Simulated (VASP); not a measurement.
# SiO2: relaxation of cell and atoms with PBE

The system is SiO2.

```
CELL_PARAMETERS angstrom
5.06052 0.00000 0.00000
-2.53026 4.38254 0.00000
0.00000 0.00000 5.54135
ATOMIC_POSITIONS crystal
Si 0.00000 0.50000 0.33333
Si 0.50000 0.50000 0.66667
Si 0.50000 0.00000 0.00000
O 0.58279 0.79139 0.83333
O 0.79139 0.58279 0.50000
O 0.79139 0.20861 0.16667
O 0.41721 0.20861 0.83333
O 0.20861 0.41721 0.50000
O 0.20861 0.79139 0.16667
```

```yaml
Program: VASP 6.6.1
Task: relaxation of cell and atoms
Functional: PBE
Potentials_or_basis: VASP PAW PBE potentials, release 64 (Si, O)
Cutoff: 600 eV
k_mesh: 3 × 3 × 1
Occupations: gaussian, width 0.02 eV
Spin: no spin polarisation
Dipole_correction: no
Further_INCAR_settings: ALGO = Normal; EDIFF = 1e-07; IBRION = 2; EDIFFG = -0.01; NSW = 80; ISIF = 3
```

The relaxed volume is 13.97 Å³/atom. The relaxed cell is a = 5.107 Å, b = 5.107 Å, c = 5.566 Å, α = 90.00°, β = 90.00°, γ = 120.00°. The space group after relaxing (to 0.05 Å) is P6_422 (No. 181) and the energy gained by relaxing is 5.3 meV/atom. The ionic steps are 6. The pressure after relaxing is 0.1 GPa. The band gap on the k mesh is 5.62 eV, indirect (least direct gap 5.76 eV).

Step by step:
| step | energy change (eV) | largest force (eV/Å) | pressure (GPa) | volume (Å³) |
| --- | --- | --- | --- | --- |
| 1 | 0.0000 | 0.2614 | 4.68 | 122.90 |
| 2 | 0.0377 | 0.2889 | -5.76 | 130.13 |
| 3 | -0.0472 | 0.0162 | -0.07 | 125.92 |
| 4 | -0.0472 | 0.0209 | 0.02 | 125.86 |
| 5 | -0.0474 | 0.0141 | 0.03 | 125.82 |
| 6 | -0.0476 | 0.0009 | 0.06 | 125.73 |

Final structure:
```
CELL_PARAMETERS angstrom
5.10698 0.00000 0.00000
-2.55349 4.42278 0.00000
0.00000 0.00000 5.56631
ATOMIC_POSITIONS crystal
Si 0.00000 0.50000 0.33333
Si 0.50000 0.50000 0.66667
Si 0.50000 0.00000 0.00000
O 0.58457 0.79229 0.83333
O 0.79229 0.58457 0.50000
O 0.79229 0.20771 0.16667
O 0.41543 0.20771 0.83333
O 0.20771 0.41543 0.50000
O 0.20771 0.79229 0.16667
```

Levels at points of the mesh, in eV from the valence-band top:
| k point | band 22 | band 23 | band 24 | band 25 | band 26 | band 27 |
| --- | --- | --- | --- | --- | --- | --- |
| (0.00, 0.00, 0.00) | -0.39 | -0.39 | -0.13 | 5.62 | 8.91 | 8.91 |

Wall time 2.6 min on 1 thread of AMD EPYC 7R13, with other jobs on the host, peak memory 0.22 GiB.

Caveat: the k points lie up to 1.13 Å⁻¹ apart in the final cell. A k mesh can miss the band edges.
